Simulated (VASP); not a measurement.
Input of a VASP 6.6.1 run:

File POSCAR:

```
K3Li3P2
1.0
    2.9479843393      1.7020195519      7.1786548064
   -2.9479843393      1.7020195519      7.1786548064
    0.0000000000     -3.4040391037      7.1786548064
K Li P
3 3 2
Direct
    0.5000000000      0.5000000000      0.5000000000
    0.1028833581      0.1028833581      0.1028833581
    0.8971166419      0.8971166419      0.8971166419
    0.5000000000      0.5000000000      0.0000000000
    0.0000000000      0.5000000000      0.5000000000
    0.5000000000      0.0000000000      0.5000000000
    0.7448743644      0.7448743644      0.7448743644
    0.2551256356      0.2551256356      0.2551256356
```

File INCAR.step1:

```
PREC = Accurate
ENCUT = 520
ISMEAR = 0
SIGMA = 0.02
LREAL = False
LASPH = True
NELM = 60
NBANDS = 33
GGA = PE
ALGO = Normal
EDIFF = 1E-4
LWAVE = True
LCHARG = False
```

INCAR.step2

```
PREC = Accurate
ENCUT = 520
EDIFF = 1E-6
ISMEAR = 0
SIGMA = 0.02
LREAL = False
LASPH = True
NELM = 60
ALGO = Normal
ISIF = 2
LWAVE = False
LCHARG = False
METAGGA = R2SCAN
LMIXTAU = True
NBANDS = 33
ISTART = 1
```

The input KPOINTS:

```
regular mesh
0
Gamma
  6 6 6
```

Potentials or basis: VASP PAW PBE potentials, release 64 (K_sv, Li_sv, P).

The run is started by

```bash
$ cat potpaw_PBE.64/K_sv/POTCAR potpaw_PBE.64/Li_sv/POTCAR potpaw_PBE.64/P/POTCAR > POTCAR
$ cp INCAR.step1 INCAR
$ mpirun -np 1 vasp_std > vasp.out
$ cp INCAR.step2 INCAR
$ mpirun -np 1 vasp_std > vasp.out
```

Problem. What does it give for the largest force?

Solution. 0.042 eV/Å.

Problem. Predict the band gap on the k mesh.

Solution. 1.61 eV (least direct gap 1.77 eV).

Forces on the atoms (eV/Å):
```
K    0.000  0.000  0.000
K    0.000  0.000  0.042
K    0.000  0.000 -0.042
Li   0.000  0.000  0.000
Li   0.000  0.000  0.000
Li   0.000  0.000  0.000
P    0.000  0.000 -0.038
P    0.000  0.000  0.038
```

Caveat: the PAW data sets were made with another functional, which shifts forces and pressure a little. A k mesh can miss the band edges.
